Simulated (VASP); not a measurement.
WC, 2 atoms in the cell. The structure is cubic, space group Fm-3m (No. 225). The conventional cell has a = 4.385 Å, b = 4.385 Å, c = 4.385 Å, α = 90.00°, β = 90.00°, γ = 90.00°. Within 2.9 Å of W (site symmetry m-3m) lie 6 C at 2.19 Å. C (site symmetry m-3m) has 6 W at 2.19 Å within 2.9 Å. 

- Program: VASP 6.6.1
- Task: single point
- Functional: r2SCAN
- Potentials or basis: VASP PAW PBE potentials, release 64 (W_sv, C_h)
- Cutoff: 1430 eV
- k mesh: 10 × 10 × 10
- Occupations: fermi-dirac, width 0.05 eV
- Spin: no spin polarisation
- Dipole correction: no
- Further INCAR settings: ALGO = Normal; EDIFF = 1e-06; NBANDS = 16

Potentials or basis: VASP PAW PBE potentials, release 64 (W_sv, C_h).

Run with:

```bash
$ cat potpaw_PBE.64/W_sv/POTCAR potpaw_PBE.64/C_h/POTCAR > POTCAR
$ cp INCAR.step1 INCAR
$ mpirun -np 1 vasp_std > vasp.out
$ cp INCAR.step2 INCAR
$ mpirun -np 1 vasp_std > vasp.out
```

Hardware: 1 thread of Intel(R) Xeon(R) 6975P-C (Granite Rapids), with other jobs on the host.

Problem. Estimate the wall time of this run.

Solution. Run time: 2.5 min on 1 thread of Intel(R) Xeon(R) 6975P-C (Granite Rapids) (shared host), peak memory 0.32 GiB. Counts: k points 47.
